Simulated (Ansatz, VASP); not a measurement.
# HfPt2 in VASP and in Ansatz

```xyz
6
Lattice="-1.7430 3.3229 4.8283 1.7430 -3.3229 4.8283 1.7430 3.3229 -4.8283" Properties=species:S:1:pos:R:3 pbc="T T T"
Hf    1.7430    1.6614    0.4148
Hf    0.0000    1.6614    4.4136
Pt    1.7430    3.1046   -3.4660
Pt    0.0000    3.5412    1.3624
Pt    1.7430   -0.2183    3.4660
Pt    0.0000    0.2183    8.2943
```

Alike in both runs: functional PBE; k mesh 6 × 6 × 6; occupations gaussian, width 0.1 eV; no spin polarisation.

Ansatz relaxed the structure, and its values are those at the end. VASP's run is a single point on that final structure, the one shown.

|  | VASP | Ansatz |
| --- | --- | --- |
| version | VASP 6.6.1 | Ansatz 0.2.0 |
| potentials or method | VASP PAW PBE potentials, release 64 (Hf_pv, Pt), cutoff 520 eV | scalar-relativistic, plane waves, PAW |
| valence electrons in the cell | 60 | 124 |

|  | VASP | Ansatz | Ansatz less VASP |
| --- | --- | --- | --- |
| gap on the k mesh at the Fermi level (eV) | none | none | - |
| pressure (GPa) | -0.9 | 0.1 | +1.04 |
| rms of the force components (eV/Å) | 0.035 | 0.001 | -0.0334 |

A gap of «none» marks a metal or a gap that the smearing closes. VASP's potentials hold 60 valence electrons a cell and Ansatz's 124, so a difference there can come from the potentials and not from the codes.

Neither program's run includes spin-orbit coupling.
